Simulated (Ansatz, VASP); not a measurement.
Two plane-wave programs on TiO2

```
Ti O
1.0
     5.58222    0.00000    0.00000
    -2.79111    4.83435    0.00000
     0.00000    0.00000    6.08247
Ti O
3 6
Direct
  0.46694 0.00000 0.33333
  0.00000 0.46694 0.66667
  0.53306 0.53306 0.00000
  0.58107 0.85143 0.12066
  0.72963 0.14857 0.54600
  0.27037 0.41893 0.78733
  0.85143 0.58107 0.87934
  0.14857 0.72963 0.45400
  0.41893 0.27037 0.21267
```

Alike in both runs: task single point; functional PBE; k mesh 6 × 6 × 5; occupations gaussian, width 0.013 eV; no spin polarisation.

```csv
,VASP,Ansatz
version,VASP 6.6.1,Ansatz 0.2.0
potentials or method,"VASP PAW PBE potentials, release 64 (Ti_sv, O)",Ansatz PAW
plane-wave cutoff (eV),520,420
valence electrons in the cell,72,72
```

```tsv
	VASP	Ansatz	Ansatz less VASP
gap on the k mesh at the Fermi level (eV)	3.61	3.64	+0.027
least direct gap on the mesh (eV)	3.62	3.65	+0.027
pressure (GPa)	1.9	1.5	-0.46
rms of the force components (eV/Å)	0.043	0.024	-0.0194
```

Atom by atom the forces differ by 0.020 eV/Å (rms over components). The functional is the same, so the differences come from potentials, cutoffs and numerics.

Noted on Ansatz's run: odd divisions of the mesh miss points on the zone boundary, where band edges often lie, so the gap on the mesh can be too wide.
